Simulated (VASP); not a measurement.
A run of VASP 6.6.1 is set up as follows.

Contents of POSCAR:

```
C
1.0
    2.4657067203      0.0000000000      0.0000000000
   -1.2328533601      2.1353646581      0.0000000000
    0.0000000000      0.0000000000     26.0000000000
C
2
Direct
    0.0000000000      0.0000000000      0.5000000000
    0.6666666667      0.3333333333      0.5000000000
```

The input INCAR.step1:

```
  PREC = Accurate
  ENCUT = 520
  ISMEAR = 0
  SIGMA = 0.1
  LREAL = False
  LASPH = True
  NELM = 100
  LDIPOL = True
  IDIPOL = 3
  DIPOL = 0.5 0.5 0.500
  NBANDS = 11
  GGA = PE
  ALGO = Normal
  EDIFF = 1E-4
  LWAVE = True
  LCHARG = False
```

File INCAR.step2:

```
  PREC = Accurate
  ENCUT = 520
  EDIFF = 1E-6
  ISMEAR = 0
  SIGMA = 0.1
  LREAL = False
  LASPH = True
  NELM = 100
  ALGO = Normal
  ISIF = 2
  LWAVE = False
  LCHARG = True
  LDIPOL = True
  IDIPOL = 3
  DIPOL = 0.5 0.5 0.500
  METAGGA = R2SCAN
  LMIXTAU = True
  LELF = True
  LVHAR = True
  LVACPOTAV = True
  NBANDS = 11
  ISTART = 1
```

File KPOINTS:

```
Automatic mesh
0
Gamma
  21 21 1
```

Potentials or basis: VASP PAW PBE potentials, release 64 (C).

Launch:

```console
$ cat potpaw_PBE.64/C/POTCAR > POTCAR
$ cp INCAR.step1 INCAR
$ mpirun -np 1 vasp_std > vasp.out
$ cp INCAR.step2 INCAR
$ mpirun -np 1 vasp_std > vasp.out
```

Problem. What does it give for the work function of the upper face?

Solution. 4.30 eV.

Problem. Predict the work function of the lower face.

Solution. 4.30 eV.
